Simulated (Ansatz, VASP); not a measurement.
## One calculation of WSe2, two programs

```
W Se
1.0
     5.20032    0.00000    0.00000
    -2.60016    4.50361    0.00000
     0.00000    0.00000    5.85166
W Se
2 4
Direct
  0.33333 0.66667 0.91759
  0.66667 0.33333 0.91759
  0.00000 0.00000 0.78234
  0.50000 0.00000 0.27099
  0.00000 0.50000 0.27099
  0.50000 0.50000 0.27099
```

Alike in both runs: functional PBE; k mesh 12 × 12 × 6; occupations gaussian, width 0.1 eV; no spin polarisation.

Ansatz relaxed the structure, and its values are those at the end. VASP's run is a single point on that final structure, the one shown.

```csv
,VASP,Ansatz
version,VASP 6.6.1,Ansatz 0.2.0
potentials or method,"VASP PAW PBE potentials, release 64 (W_sv, Se), cutoff 520 eV","scalar-relativistic, plane waves, PAW"
valence electrons in the cell,52,92
```

VASP gave:

* gap on the k mesh at the Fermi level (eV): none
* pressure (GPa): 0.2
* rms of the force components (eV/Å): 0.020

Problem. What did Ansatz give for the same quantities?

Solution. gap on the k mesh at the Fermi level (eV): none; pressure (GPa): 0.0; rms of the force components (eV/Å): 0.000.

A gap of «none» marks a metal or a gap that the smearing closes. VASP's potentials hold 52 valence electrons a cell and Ansatz's 92, so a difference there can come from the potentials and not from the codes.

Neither program's run includes spin-orbit coupling.
